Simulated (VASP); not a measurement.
Crystal: CdTe.

```
CELL_PARAMETERS angstrom
0.00000 3.27990 3.27990
3.27990 0.00000 3.27990
3.27990 3.27990 0.00000
ATOMIC_POSITIONS crystal
Cd 0.00000 0.00000 0.00000
Te 0.25000 0.25000 0.25000
```

Base run:

```yaml
Program: VASP 6.6.1
Functional: PBE0
Potentials_or_basis: VASP PAW PBE potentials, release 64 (Cd, Te)
Cutoff: 520 eV
k_mesh: 4 × 4 × 4
Occupations: gaussian, width 0.01 eV
Spin: no spin polarisation
```

Its results: band gap on the k mesh 2.12 eV; pressure 0.1 GPa.

Problem. The run is repeated on the same cell with these changes: functional from PBE0 to r2SCAN0. What comes out?

Solution. Band gap on the k mesh 2.43 eV; pressure -0.5 GPa.

Caveats: the PAW data sets were made with another functional, which shifts forces and pressure a little; spin-orbit coupling is left out, which moves the levels of the heavy elements.

